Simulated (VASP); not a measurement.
BaHfO3 (strained cubic perovskite): one PBE single-point calculation in two programs

```cif
data_structure
_symmetry_space_group_name_H-M 'P 1'
_symmetry_Int_Tables_number 1
_cell_length_a 4.2606
_cell_length_b 4.2606
_cell_length_c 4.2606
_cell_angle_alpha 90.000
_cell_angle_beta 90.000
_cell_angle_gamma 90.000
_cell_volume 77.34
loop_
_atom_site_label
_atom_site_type_symbol
_atom_site_fract_x
_atom_site_fract_y
_atom_site_fract_z
_atom_site_occupancy
Ba1 Ba 0.00000 0.00000 0.00000 1
Hf1 Hf 0.50000 0.50000 0.50000 1
O1 O 0.50000 0.50000 0.00000 1
O2 O 0.50000 0.00000 0.50000 1
O3 O 0.00000 0.50000 0.50000 1
```

Datasets and cutoffs are each program's own. VASP's cell holds 38 valence electrons and Ansatz's 54. Ansatz's stress includes a Pulay correction; VASP's doesn't.

Cutoffs: 520 eV in VASP, 420 eV in Ansatz. k meshes: 6×6×6 and 6×6×6.

```csv
,VASP,Ansatz
gap between bands v and c,3.45 eV,3.54 eV
least direct gap,3.73 eV,3.72 eV
pressure,-6.1 GPa,-5.5 GPa
```

Band v is the last that the valence electrons fill when counted band by band, and c is the next. Levels in eV from the top of v, Ansatz:

| point | v−1 | v | c | c+1 |
| --- | --- | --- | --- | --- |
| Γ | -0.19 | -0.19 | 3.54 | 3.54 |
| X | -0.49 | -0.49 | 3.96 | 5.99 |
| M | -0.88 | -0.05 | 5.93 | 5.93 |
| R | 0.00 | 0.00 | 5.87 | 5.87 |

VASP:

```json
{"point": "Γ", "v−1": "-0.27", "v": "-0.27", "c": "3.45", "c+1": "3.45"}
{"point": "X", "v−1": "-0.58", "v": "-0.58", "c": "3.95", "c+1": "5.95"}
{"point": "M", "v−1": "-0.93", "v": "-0.07", "c": "5.86", "c+1": "5.86"}
{"point": "R", "v−1": "0.00", "v": "0.00", "c": "5.79", "c+1": "5.79"}
```

VASP's potentials hold 38 valence electrons a cell and Ansatz's 54, so a difference between the two programs can come from the potentials and not from the codes.
